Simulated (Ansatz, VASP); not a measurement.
NaI: VASP beside Ansatz

```
Na I
1.0
    -0.01618    3.23640    3.23640
     3.22022    0.00000    3.22022
     3.23640    3.23640   -0.01618
Na I
1 1
Direct
  0.00000 0.00000 0.00000
  0.50000 0.50000 0.50000
```

Change from the starting cell: strain -0.0100 x Voigt [0, 0, 0, 0, 1, 0], atoms carried along.

Alike in both runs: task single point; functional PBE; k mesh 6 × 6 × 6; occupations gaussian, width 0.05 eV; no spin polarisation.

|  | VASP | Ansatz |
| --- | --- | --- |
| version | VASP 6.6.1 | Ansatz 0.2.0 |
| potentials or method | VASP PAW PBE potentials, release 64 (Na_pv, I), cutoff 520 eV | scalar-relativistic, plane waves, PAW |
| valence electrons in the cell | 14 | 26 |

```tsv
	VASP	Ansatz	Ansatz less VASP
gap on the k mesh at the Fermi level (eV)	3.62	3.62	+0.004
least direct gap on the mesh (eV)	3.62	3.62	+0.004
pressure (GPa)	0.4	0.4	-0.01
traceless stress, the component that is largest in VASP (GPa)	0.07	0.07	0.000
```

VASP's potentials hold 14 valence electrons a cell and Ansatz's 26, so a difference there can come from the potentials and not from the codes.

Neither program's run includes spin-orbit coupling.
